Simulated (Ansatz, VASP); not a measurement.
HfSc in VASP and in Ansatz

The input INCAR:

```
SYSTEM = HfSc
PREC = Accurate
ENCUT = 520
EDIFF = 1E-7
ISMEAR = -1
SIGMA = 0.15
LREAL = .False.
LASPH = .True.
NELM = 60
ALGO = Normal
ISIF = 2
LWAVE = .False.
LCHARG = .False.
NBANDS = 18
```

Contents of KPOINTS:

```
regular mesh
0
Gamma
  8 8 5
  0 0 0
```

File POSCAR:

```
HfSc
1.0
    3.1429164000      0.0000000000      0.0000000000
   -1.5714582000      2.7218461900      0.0000000000
    0.0000000000      0.0000000000      5.4247305771
Hf Sc
1 1
Direct
    0.6666666667      0.3333333333      0.5000000000
    0.3333333333      0.6666666667      0.0000000000
```

Input for Ansatz:

```yaml
crystal:
  lattice:
    - [3.1429164, 0.0, 0.0]
    - [-1.5714582, 2.72184619, 0.0]
    - [0.0, 0.0, 5.424730577107026]
  atoms:
    - { symbol: Hf, position: [0.6666666666666666, 0.3333333333333333, 0.5] }
    - { symbol: Sc, position: [0.3333333333333333, 0.6666666666666666, 0.0] }
accuracy: low
basis:
  ecutwfc: 520.0
kpoints:
  mp_grid:
    grid: [8, 8, 5]
hamiltonian:
  xc: lda
scf:
  occupations:
    method: fermi_dirac
    width: 0.15
  eigensolver:
    kind: davidson
    full_accuracy: true
output:
  stress: true
```

Alike in both runs: task single point; functional LDA; k mesh 8 × 8 × 5; occupations fermi-dirac, width 0.15 eV; no spin polarisation.

|  | VASP | Ansatz |
| --- | --- | --- |
| version | VASP 6.6.1 | Ansatz 0.2.0 |
| potentials or method | VASP PAW LDA potentials, release 64 (Hf_pv, Sc_sv), cutoff 520 eV | plane waves, PAW |
| valence electrons in the cell | 21 | 37 |

|  | VASP | Ansatz | Ansatz less VASP |
| --- | --- | --- | --- |
| pressure (GPa) | -6.0 | -6.1 | -0.10 |
| traceless stress, the component that is largest in VASP (GPa) | -4.36 | -4.42 | -0.059 |

LDA's correlation is that of Perdew and Zunger in VASP and of Perdew and Wang (1992) in Ansatz. VASP's potentials hold 21 valence electrons a cell and Ansatz's 37, so a difference there can come from the potentials and not from the codes. Ansatz's warnings: structure snapped to symmetry.

Neither program's run includes spin-orbit coupling.
